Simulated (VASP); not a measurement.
LaGa2, 3 atoms in the cell. Symmetry: P6/mmm, No. 191, hexagonal system. Conventional cell: a = 4.486 Å, b = 4.486 Å, c = 4.586 Å, α = 90.00°, β = 90.00°, γ = 120.00°. La (site symmetry 6/mmm) has 12 Ga at 3.46 Å and 8 La at 4.49 to 4.59 Å within 4.6 Å. Within 3.5 Å of Ga (site symmetry -6m2) lie 3 Ga at 2.59 Å and 6 La at 3.46 Å. 

- Program: VASP 6.6.1
- Task: single point
- Functional: LDA
- Potentials or basis: VASP PAW LDA potentials, release 64 (La, Ga_d)
- Cutoff: 520 eV
- k mesh: 8 × 8 × 7
- Occupations: fermi-dirac, width 0.3 eV
- Spin: no spin polarisation
- Dipole correction: no
- Further INCAR settings: ALGO = Normal; EDIFF = 1e-07; NBANDS = 26

Potentials or basis: VASP PAW LDA potentials, release 64 (La, Ga_d).

Launch:

```console
$ cat potpaw_LDA.64/La/POTCAR potpaw_LDA.64/Ga_d/POTCAR > POTCAR
$ mpirun -np 1 vasp_std > vasp.out
```

Hardware: 1 thread of Intel(R) Xeon(R) 6975P-C (Granite Rapids) (shared host).

Question: How long does it take, and how much memory?

Answer: Run time: 87 s on 1 thread of Intel(R) Xeon(R) 6975P-C (Granite Rapids), with other jobs on the host, peak memory 0.23 GiB. Counts: scf iterations 44, k points 40.
